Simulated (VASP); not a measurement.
# Al8As8H (a cell with a defect) in VASP: relaxation of the atoms with PBE

Aim: the relaxation of the atoms of Al8As8H (a cell with a defect) with PBE.

Everything below comes from runs of VASP 6.6.1. Logs are shortened: lines on timing, memory, paths and dates and some standing lists are left out, and cuts for length are marked.

### 1 The cell of the first run

The cell holds a defect, 17 atoms: a = 8.100 Å, b = 8.100 Å, c = 8.100 Å, α = 60.00°, β = 60.00°, γ = 60.00°.

### 2 Relaxation of the atoms, PBE, collinear spin (with an interstitial atom)

Input file INCAR:

```
PREC = Accurate
ENCUT = 450
EDIFF = 1E-7
ISMEAR = 0
SIGMA = 0.01
LREAL = False
LASPH = True
NELM = 200
ALGO = Normal
ISIF = 2
LWAVE = False
LCHARG = False
ISPIN = 2
MAGMOM = 0 0.091 0 0 0.091 0.091 0 0.091 0.091 0 0.091 0.091 0.091 0.091 0 0.091 0.091
LORBIT = 11
GGA = PE
IBRION = 2
NSW = 65
EDIFFG = -0.025
GGA_COMPAT = False
NELMIN = 4
KPAR = 4
```

Input file KPOINTS:

```
Automatic mesh
0
Gamma
  3 3 3
```

Input file POSCAR:

```
Al8As8H
1.0
    0.0000000000      5.7279123196     -5.7279123196
    5.7279123196      5.7279123196      0.0000000000
    5.7279123196      0.0000000000     -5.7279123196
Al As H
8 8 1
Direct
    0.0000000000      0.0000000000      0.5000000000
    0.0000000000      0.5000000000      0.5000000000
    0.5000000000      0.0000000000      0.5000000000
    0.5000000000      0.5000000000      0.5000000000
    0.0000000000      0.0000000000      1.0000000000
    0.0000000000      0.5000000000      1.0000000000
    0.5000000000      0.0000000000      1.0000000000
    0.5000000000      0.5000000000      1.0000000000
    0.1250000000      0.1250000000      0.1250000000
    0.1250000000      0.6250000000      0.1250000000
    0.6250000000      0.1250000000      0.1250000000
    0.6250000000      0.6250000000      0.1250000000
    0.1250000000      0.1250000000      0.6250000000
    0.1250000000      0.6250000000      0.6250000000
    0.6250000000      0.1250000000      0.6250000000
    0.6250000000      0.6250000000      0.6250000000
    0.8750000000      0.3750000000      0.8750000000
```

Potentials or basis: VASP PAW PBE potentials, release 64 (Al, As, H).

Run with:

```
cat potpaw_PBE.64/Al/POTCAR potpaw_PBE.64/As/POTCAR potpaw_PBE.64/H/POTCAR > POTCAR
mpirun -np 4 vasp_std > vasp.out
```

OUTCAR:

```text
PREC = Accurate
   ENCUT = 450
   EDIFF = 1E-7
   ISMEAR = 0
   LREAL = False
   LASPH = True
   NELM = 200
   ISIF = 2
   ISPIN = 2
   LORBIT = 11
   GGA = PE
   IBRION = 2
   NSW = 65
   EDIFFG = -0.025
   NELMIN = 4

 ion  position               nearest neighbor table
   1  0.000  0.000  0.500-   9 2.48  14 2.48  15 2.48  13 2.48
   2  0.000  0.500  0.500-  10 2.48  13 2.48  16 2.48  14 2.48
   3  0.500  0.000  0.500-  11 2.48  13 2.48  16 2.48  15 2.48
   4  0.500  0.500  0.500-  12 2.48  14 2.48  15 2.48  16 2.48
   5  0.000  0.000  0.000-  10 2.48  11 2.48  13 2.48   9 2.48
   6  0.000  0.500  0.000-   9 2.48  12 2.48  14 2.48  10 2.48
[... 8 lines left out ...]
  15  0.625  0.125  0.625-   1 2.48   4 2.48   7 2.48   3 2.48
  16  0.625  0.625  0.625-   2 2.48   3 2.48   8 2.48   4 2.48
  17  0.875  0.375  0.875-

  LATTYP: Found a face centered cubic cell.
 ALAT       =    11.4558246392

  Lattice vectors:

 A1 = (   0.0000000000,   5.7279123196,  -5.7279123196)
 A2 = (   5.7279123196,   5.7279123196,   0.0000000000)
 A3 = (   5.7279123196,   0.0000000000,  -5.7279123196)

Analysis of symmetry for initial positions (statically):
=====================================================================
 Subroutine PRICEL returns:
 Original cell was already a primitive cell.

 Routine SETGRP: Setting up the symmetry group for a
 face centered cubic supercell.

 Subroutine GETGRP returns: Found 24 space group operations
 (whereof  6 operations were pure point group operations)
 out of a pool of 48 trial point group operations.

The static configuration has the point symmetry C_3v.
 The point group associated with its full space group is T_d .

Analysis of symmetry for dynamics (positions and initial velocities):
=====================================================================
 Subroutine PRICEL returns:
 Original cell was already a primitive cell.

 Routine SETGRP: Setting up the symmetry group for a
 face centered cubic supercell.

 Subroutine GETGRP returns: Found 24 space group operations
 (whereof  6 operations were pure point group operations)
 out of a pool of 48 trial point group operations.

The dynamic configuration has the point symmetry C_3v.
 The point group associated with its full space group is T_d .

Analysis of structural, dynamic, and magnetic symmetry:
=====================================================================
 Subroutine PRICEL returns:
 Original cell was already a primitive cell.

 Routine SETGRP: Setting up the symmetry group for a
 face centered cubic supercell.

 Subroutine GETGRP returns: Found 24 space group operations
 (whereof  6 operations were pure point group operations)
 out of a pool of 48 trial point group operations.

The overall configuration has the point symmetry C_3v.
 The point group associated with its full space group is T_d .

 Subroutine INISYM returns: Found 24 space group operations
 (whereof  6 operations are pure point group operations),
 and found     1 'primitive' translations

----------------------------------------------------------------------------------------

                                     Primitive cell

  volume of cell :     375.8539

  direct lattice vectors                    reciprocal lattice vectors
     0.000000000  5.727912320 -5.727912320    -0.087291839  0.087291839 -0.087291839
     5.727912320  5.727912320  0.000000000     0.087291839  0.087291839  0.087291839
     5.727912320  0.000000000 -5.727912320     0.087291839 -0.087291839 -0.087291839

  length of vectors
     8.100491286  8.100491286  8.100491286     0.151193900  0.151193900  0.151193900

  position of ions in fractional coordinates (direct lattice)
     0.000000000  0.000000000  0.500000000
     0.000000000  0.500000000  0.500000000
     0.500000000  0.000000000  0.500000000
     0.500000000  0.500000000  0.500000000
     0.000000000  0.000000000  0.000000000
     0.000000000  0.500000000  0.000000000
[... 9 lines left out ...]
     0.625000000  0.625000000  0.625000000
     0.875000000  0.375000000  0.875000000

  ion indices of the primitive-cell ions
   primitive index   ion index
                 1           1
                 2           2
                 3           3
                 4           4
                 5           5
                 6           6
[... 9 lines left out ...]
                16          16
                17          17

----------------------------------------------------------------------------------------

 KPOINTS: Automatic mesh

Automatic generation of k-mesh.
 Grid dimensions read from file:
 generate k-points for:    3    3    3

 Generating k-lattice:

  Cartesian coordinates                     Fractional coordinates (reciprocal lattice)
    -0.029097280  0.029097280 -0.029097280     0.333333333  0.000000000  0.000000000
     0.029097280  0.029097280  0.029097280     0.000000000  0.333333333  0.000000000
     0.029097280 -0.029097280 -0.029097280     0.000000000  0.000000000  0.333333333

  Length of vectors
     0.050397967  0.050397967  0.050397967

  Shift w.r.t. Gamma in fractional coordinates (k-lattice)
     0.000000000  0.000000000  0.000000000

 Subroutine IBZKPT returns following result:
 ===========================================

 Found      4 irreducible k-points:

 Following reciprocal coordinates:
            Coordinates               Weight
  0.000000  0.000000  0.000000      1.000000
  0.333333  0.000000  0.000000      8.000000
  0.333333  0.333333  0.000000      6.000000
 -0.333333  0.333333  0.000000     12.000000
   k-points           NKPTS =      4   k-points in BZ     NKDIM =      4   number of bands    NBANDS=     42
   number of dos      NEDOS =    301   number of ions     NIONS =     17
   total plane-waves  NPLWV = 175616
   dimension x,y,z NGX =    56 NGY =   56 NGZ =   56
   dimension x,y,z NGXF=   112 NGYF=  112 NGZF=  112
   ions per type =               8   8   1
   NGX,Y,Z   is equivalent  to a cutoff of  11.49, 11.49, 11.49 a.u.
   NGXF,Y,Z  is equivalent  to a cutoff of  22.99, 22.99, 22.99 a.u.
 SYSTEM =  unknown system
   PREC   = accura    normal or accurate (medium, high low for compatibility)
   ISTART =      0    job   : 0-new  1-cont  2-samecut
   ICHARG =      2    charge: 1-file 2-atom 10-const
   ISPIN  =      2    spin polarized calculation?
   LNONCOLLINEAR =      F non collinear calculations
   LSORBIT =      F    spin-orbit coupling
   LASPH  =      T    aspherical Exc in radial PAW
   ENCUT  =  450.0 eV  33.07 Ry    5.75 a.u.  14.01 14.01 14.01*2*pi/ulx,y,z
   NELM   =    200;   NELMIN=  4; NELMDL= -5     # of ELM steps
   EDIFF  = 0.1E-06   stopping-criterion for ELM
   LREAL  =      F    real-space projection
   EDIFFG = -.3E-01   stopping-criterion for IOM
   NSW    =     65    number of steps for IOM
   IBRION =      2    ionic relax: 0-MD 1-quasi-New 2-CG
   NFREE  =      1    steps in history (QN), initial steepest desc. (CG)
   ISIF   =      2    stress and relaxation
   ISYM   =      2    0-nonsym 1-usesym 2-fastsym
   POTIM  = 0.5000    time-step for ionic-motion
   TEBEG  =    0.0;   TEEND  =   0.0 temperature during run
   PSTRESS=    0.0 pullay stress
   NELECT =      65.0000    total number of electrons
   NUPDOWN=      -1.0000    fix difference up-down
   EMIN   =  10.00;   EMAX   =-10.00  energy-range for DOS
   EFERMI =   0.00;   METHOD = LEGACY
   ISMEAR =     0;   SIGMA  =   0.01  broadening in eV -4-tet -1-fermi 0-gaus
   EFERMI_NEDOS =   21; number of points for ismear=-14 and -15
   IALGO  =     38    algorithm
   IMIX   =      4    mixing-type and parameters
     AMIX     =   0.40;   BMIX     =  1.00
     AMIX_MAG =   1.60;   BMIX_MAG =  1.00
  volume/ion in A,a.u.               =      22.11       149.20
  Fermi-wavevector in a.u.,A,eV,Ry     =   0.912094  1.723608 11.318897  0.831915
  Thomas-Fermi vector in A             =   2.036450
   LORBIT       =     11    0 simple, 1 ext, 2 COOP (PROOUT), +10 PAW based schemes
   GGA     = PE    functional components
   LHFCALC =     F    Hartree Fock is set to
   AEXX    =    0.0000 exact exchange contribution
   IVDW    =     0    specifies the selected vdW correction
   LEPSILON=     F    determine dielectric tensor
   LRPA    =     F    only Hartree local field effects (RPA)
 conjugate gradient relaxation of ions
 spin polarized calculation
 Gauss-broadening in eV      SIGMA  =   0.01
  energy-cutoff  :      450.00
  volume of cell :      375.85
 maximum number of plane-waves:      8154
   NGX = 29   NGY = 29   NGZ = 29

--------------------------------------- Ionic step        1  -------------------------------------------

 number of electron      65.0000003 magnetization       0.1111191

 Free energy of the ion-electron system (eV)
  ---------------------------------------------------
  ext. energy  EPLUGINS =         0.00000000
  ---------------------------------------------------
  free energy    TOTEN  =       -76.44450586 eV

  energy without entropy =      -76.44387898  energy(sigma->0) =      -76.44419242

------------------------ aborting loop because EDIFF is reached ----------------------------------------

  FORCE on cell =-STRESS in cart. coord.  units (eV):
  Direction    XX          YY          ZZ          XY          YZ          ZX
  --------------------------------------------------------------------------------------
  -------------------------------------------------------------------------------------
  Total        0.2638522      0.2638522      0.2638522     -0.0000000      0.0000000      0.0000000
  in kB        1.1247402      1.1247402      1.1247402     -0.0000000      0.0000000      0.0000000
  external PRESSURE =       1.1247402 kB  Pullay stress =       0.0000000 kB
[... 244 lines left out ...]
  energy  without entropy=      -76.4958449756  energy(sigma->0) =      -76.49615841

--------------------------------------- Ionic step        6  -------------------------------------------

 number of electron      65.0000002 magnetization       0.0000009

 Free energy of the ion-electron system (eV)
  ---------------------------------------------------
  ext. energy  EPLUGINS =         0.00000000
  ---------------------------------------------------
  free energy    TOTEN  =       -76.49746369 eV

  energy without entropy =      -76.49683681  energy(sigma->0) =      -76.49715025

 E-fermi :   3.6180     XC(G=0):  -8.9716

 val. band max:        3.6180160823   @ k =   0.0000   0.0000   0.0000
 cond. band min:       3.6180162012   @ k =   0.0000   0.0000   0.0000
 fundamental gap:      0.0000001189
 Fermi energy:         3.6180160985

 spin component 1

 k-point     1 :       0.0000    0.0000    0.0000
  band No.  band energies     occupation
      1      -8.1068      1.00000
      2      -6.7767      1.00000
      3      -6.7767      1.00000
      4      -6.7767      1.00000
      5      -6.6429      1.00000
      6      -6.2557      1.00000
[... 169 lines left out ...]
     41       7.8660      0.00000
     42       7.9242      0.00000
 Fermi energy:         3.6180160985

 spin component 2

 k-point     1 :       0.0000    0.0000    0.0000
  band No.  band energies     occupation
      1      -8.1068      1.00000
      2      -6.7767      1.00000
      3      -6.7767      1.00000
      4      -6.7767      1.00000
      5      -6.6429      1.00000
      6      -6.2557      1.00000
[... 213 lines left out ...]
  FREE ENERGIE OF THE ION-ELECTRON SYSTEM (eV)
  ---------------------------------------------------
  free  energy   TOTEN  =       -76.4974636875 eV

  energy  without entropy=      -76.4968368102  energy(sigma->0) =      -76.49715025

 reached required accuracy - stopping structural energy minimisation

 total charge

# of ion       s       p       d       tot
------------------------------------------
    1        0.404   0.360   0.000   0.764
    2        0.400   0.350   0.000   0.751
    3        0.404   0.360   0.000   0.764
    4        0.404   0.360   0.000   0.764
    5        0.400   0.350   0.000   0.751
    6        0.400   0.350   0.000   0.751
[... 9 lines left out ...]
   16        1.198   1.654   0.025   2.877
   17        0.429   0.005   0.000   0.435
--------------------------------------------------
tot         13.231  16.036   0.194  29.461

 magnetization (x)

# of ion       s       p       d       tot
------------------------------------------
    1       -0.000  -0.000   0.000  -0.000
    2        0.000   0.000   0.000   0.000
    3       -0.000  -0.000   0.000  -0.000
    4       -0.000  -0.000   0.000  -0.000
    5        0.000   0.000   0.000   0.000
    6        0.000   0.000   0.000   0.000
[... 9 lines left out ...]
   16        0.000  -0.000  -0.000  -0.000
   17        0.000  -0.000   0.000   0.000
--------------------------------------------------
tot          0.000  -0.000  -0.000  -0.000
```

It took 5.1 min on 4 MPI ranks of AMD EPYC 7R43 (Zen 3), shared host; peak memory 0.6 GiB.

What came out:

| Property | Result |
| --- | --- |
| Free energy | -76.4975 eV |
| Energy gained by relaxing | 3.1 meV/atom |
| Ionic steps | 6 |
| Pressure after relaxing | 0.1 GPa |
| Largest force after relaxing | 0.015 eV/Å |
| Net moment | 0.00 μB per cell |
| Valence electrons inside the program's atomic spheres | Al 0.76, 0.75 (each value once); As 2.88, 2.83, 2.87 (each value once); H 0.43 |

Forces on the atoms (eV/Å):
```
Al   0.008 -0.008  0.008
Al   0.001 -0.001 -0.001
Al   0.008  0.008 -0.008
Al  -0.008 -0.008 -0.008
Al   0.001  0.001  0.001
Al  -0.001 -0.001  0.001
Al  -0.008  0.008  0.008
Al  -0.001  0.001 -0.001
As   0.000  0.000 -0.015
As   0.000  0.000  0.000
As   0.000 -0.015  0.000
As   0.015  0.000  0.000
As  -0.015  0.000  0.000
As   0.000  0.015  0.000
As   0.000  0.000  0.000
As   0.000  0.000  0.015
H    0.000  0.000  0.000
```

Step by step:
```csv
step,energy change (eV),largest force (eV/Å),pressure (GPa)
1,0.0000,0.4382,0.11
2,-0.0328,0.2365,0.12
3,-0.0517,0.0592,0.13
4,-0.0520,0.0519,0.14
5,-0.0520,0.0539,0.14
6,-0.0530,0.0154,0.13
```

Final structure:
```yaml
crystal:
  lattice:
    - [0.00000, 5.72791, -5.72791]
    - [5.72791, 5.72791, 0.00000]
    - [5.72791, 0.00000, -5.72791]
  atoms:
    - { symbol: Al, position: [0.00038, 0.99987, 0.49987] }
    - { symbol: Al, position: [0.99744, 0.49744, 0.50767] }
    - { symbol: Al, position: [0.49987, 0.99987, 0.49987] }
    - { symbol: Al, position: [0.49987, 0.50038, 0.49987] }
    - { symbol: Al, position: [0.99744, 0.00767, 0.99744] }
    - { symbol: Al, position: [0.99744, 0.49744, 0.99744] }
    - { symbol: Al, position: [0.49987, 0.99987, 0.00038] }
    - { symbol: Al, position: [0.50767, 0.49744, 0.99744] }
    - { symbol: As, position: [0.12674, 0.12326, 0.12674] }
    - { symbol: As, position: [0.12500, 0.62500, 0.12500] }
    - { symbol: As, position: [0.62326, 0.12326, 0.12674] }
    - { symbol: As, position: [0.62326, 0.62674, 0.12674] }
    - { symbol: As, position: [0.12674, 0.12326, 0.62326] }
    - { symbol: As, position: [0.12674, 0.62674, 0.62326] }
    - { symbol: As, position: [0.62500, 0.12500, 0.62500] }
    - { symbol: As, position: [0.62326, 0.62674, 0.62326] }
    - { symbol: H, position: [0.87500, 0.37500, 0.87500] }
```

Caveat: the cell differs from its parent crystal (with an interstitial atom).
